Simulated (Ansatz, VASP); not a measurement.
## One calculation of C, two programs

```
C
1.0
     1.74432    0.00000    0.00000
     0.00000    1.74432    0.00000
     0.00000    0.00000    1.74432
C
1
Direct
  0.00000 0.00000 0.00000
```

Alike in both runs: functional LDA; k mesh 16 × 16 × 16; occupations fermi-dirac, width 0.1 eV; no spin polarisation.

Ansatz relaxed the structure, and its values are those at the end. VASP's run is a single point on that final structure, the one shown.

|  | VASP | Ansatz |
| --- | --- | --- |
| version | VASP 6.6.1 | Ansatz 0.2.0 |
| potentials or method | VASP PAW LDA potentials, release 64 (C_h), cutoff 1300 eV | plane waves (420 eV) with PAW, scalar-relativistic |
| valence electrons in the cell | 4 | 4 |

```tsv
	VASP	Ansatz	Ansatz less VASP
pressure (GPa)	0.6	0.0	-0.61
```

Ansatz warns that its potentials were made for another functional, while VASP's fit it. LDA's correlation is that of Perdew and Zunger in VASP and of Perdew and Wang (1992) in Ansatz.
